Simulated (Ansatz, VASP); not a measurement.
# One calculation of Cu, two programs

```
CELL_PARAMETERS angstrom
2.89018 0.00000 0.00000
0.00000 2.89018 0.00000
0.00000 0.00000 2.72001
ATOMIC_POSITIONS crystal
Cu 0.00000 0.00000 0.00000
Cu 0.50000 0.50000 0.50000
```

Alike in both runs: task single point; functional PBEsol; k mesh 18 × 18 × 20; occupations gaussian, width 0.1 eV; no spin polarisation.

|  | VASP | Ansatz |
| --- | --- | --- |
| version | VASP 6.6.1 | Ansatz 0.2.0 |
| potentials or method | VASP PAW PBE potentials, release 64 (Cu_sv_GW), cutoff 820 eV | scalar-relativistic, plane waves, PAW |
| valence electrons in the cell | 38 | 38 |

```tsv
	VASP	Ansatz	Ansatz less VASP
gap on the k mesh at the Fermi level (eV)	none	none	-
pressure (GPa)	-1.2	0.0	+1.25
traceless stress, the component that is largest in VASP (GPa)	-0.10	-0.11	-0.010
```

VASP's potentials were made for PBE, not for PBEsol. A gap of «none» marks a metal or a gap that the smearing closes. The functional is the same, so the differences come from potentials, cutoffs and numerics.
